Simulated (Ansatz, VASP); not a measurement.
**One calculation of CrO2, two programs**

```
Cr O
1.0
     4.35371    0.00000    0.00000
     0.00000    4.35371    0.00000
     0.00000    0.00000    2.85481
Cr O
2 4
Direct
  0.00000 0.00000 0.00000
  0.50000 0.50000 0.50000
  0.30294 0.30294 0.00000
  0.19706 0.80294 0.50000
  0.69706 0.69706 0.00000
  0.80294 0.19706 0.50000
```

Alike in both runs: functional LDA; k mesh 4 × 4 × 6; occupations gaussian, width 0.1 eV; collinear spin.

Ansatz relaxed the structure, and its values are those at the end. VASP's run is a single point on that final structure, the one shown.

|  | VASP | Ansatz |
| --- | --- | --- |
| version | VASP 6.6.1 | Ansatz 0.2.0 |
| potentials or method | VASP PAW LDA potentials, release 64 (Cr_pv, O), cutoff 520 eV | scalar-relativistic, plane waves, PAW |
| valence electrons in the cell | 48 | 52 |

|  | VASP | Ansatz | Ansatz less VASP |
| --- | --- | --- | --- |
| gap on the k mesh at the Fermi level (eV) | none | none | - |
| pressure (GPa) | 1.1 | 0.0 | -1.14 |
| rms of the force components (eV/Å) | 0.014 | 0.000 | -0.0135 |
| net moment per atom (μB) | 0.67 | 0.67 | +0.001 |
| size of the moment on the site where the two differ most (μB) | 1.98 | 1.64 | -0.338 |

LDA's correlation is that of Perdew and Zunger in VASP and of Perdew and Wang (1992) in Ansatz. Site moments also hang on the region over which each program counts them. A gap of «none» marks a metal or a gap that the smearing closes. VASP's potentials hold 48 valence electrons a cell and Ansatz's 52, so a difference there can come from the potentials and not from the codes.

The k mesh is coarse, so the values compare programs but aren't converged.
